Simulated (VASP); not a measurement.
Input of a VASP 6.6.1 run:

The input INCAR:

```
SYSTEM = NaI
PREC = Accurate
ENCUT = 520
EDIFF = 1E-7
ISMEAR = 0
SIGMA = 0.01
LREAL = .FALSE.
LASPH = .TRUE.
NELM = 100
ALGO = Normal
ISIF = 2
LWAVE = .FALSE.
LCHARG = .FALSE.
GGA = PS
IBRION = 2
NSW = 50
EDIFFG = -0.002
```

The input KPOINTS:

```
regular mesh
0
G
  8 8 8
  0 0 0
```

The input POSCAR:

```
NaI
1.0
   -0.0160012521      3.1922497880      3.1922497880
    3.1922497880     -0.0160012521      3.1922497880
    3.1922497880      3.1922497880     -0.0160012521
Na I
1 1
Direct
    0.0000000000      0.0000000000      0.0000000000
    0.5000000000      0.5000000000      0.5000000000
```

Potentials or basis: VASP PAW PBE potentials, release 64 (Na_pv, I).

The run is started by

```sh
$ cat potpaw_PBE.64/Na_pv/POTCAR potpaw_PBE.64/I/POTCAR > POTCAR
$ mpirun -np 1 vasp_std > vasp.out
```

Task: What does it give for the band gap on the k mesh?

Result: 3.57 eV.

Final structure:
```
Na I
1.0
    -0.01600    3.19225    3.19225
     3.19225   -0.01600    3.19225
     3.19225    3.19225   -0.01600
Na I
1 1
Direct
  0.00000 0.00000 0.00000
  0.50000 0.50000 0.50000
```

Caveat: the cell differs from its parent crystal (equal xy, yz and zx engineering shears of -0.5 %); spin-orbit coupling is left out, which moves the levels of the heavy elements.
